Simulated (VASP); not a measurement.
## C: single point with LDA

Crystal: C.

```
CELL_PARAMETERS angstrom
4.10245 0.00000 0.00000
0.00000 4.10245 0.00000
0.00000 0.00000 4.10245
ATOMIC_POSITIONS crystal
C 0.00000 0.00000 0.00000
```

```
Program                : VASP 6.6.1
Task                   : single point
Functional             : LDA
Potentials or basis    : VASP PAW LDA potentials, release 64 (C)
Cutoff                 : 520 eV
k mesh                 : 6 × 6 × 6
Occupations            : fermi-dirac, width 0.15 eV
Spin                   : no spin polarisation
Dipole correction      : no
Further INCAR settings : ALGO = Normal; EDIFF = 1e-07; NBANDS = 8
```

| Quantity | Value |
| --- | --- |
| Pressure | -2.0 GPa |
| Band gap on the k mesh | zero (band 2 reaches -3.99 eV, above the bottom of band 3 at -4.64 eV) |

Levels at points of the mesh, in eV from the Fermi level:
| k point | band 1 | band 2 | band 3 | band 4 | band 5 |
| --- | --- | --- | --- | --- | --- |
| (0.00, 0.00, 0.00) | -8.24 | 0.48 | 0.48 | 0.48 | 4.74 |
| (0.50, 0.00, 0.00) | -8.11 | -0.38 | 0.56 | 0.56 | 7.03 |
| (0.50, 0.50, 0.00) | -7.99 | -0.17 | -0.17 | 0.63 | 7.21 |
| (0.50, 0.50, 0.50) | -7.88 | -0.01 | -0.01 | -0.01 | 8.89 |

Wall time 10 s on 1 thread of AMD EPYC 7R13, with other jobs on the host, peak memory 0.11 GiB.
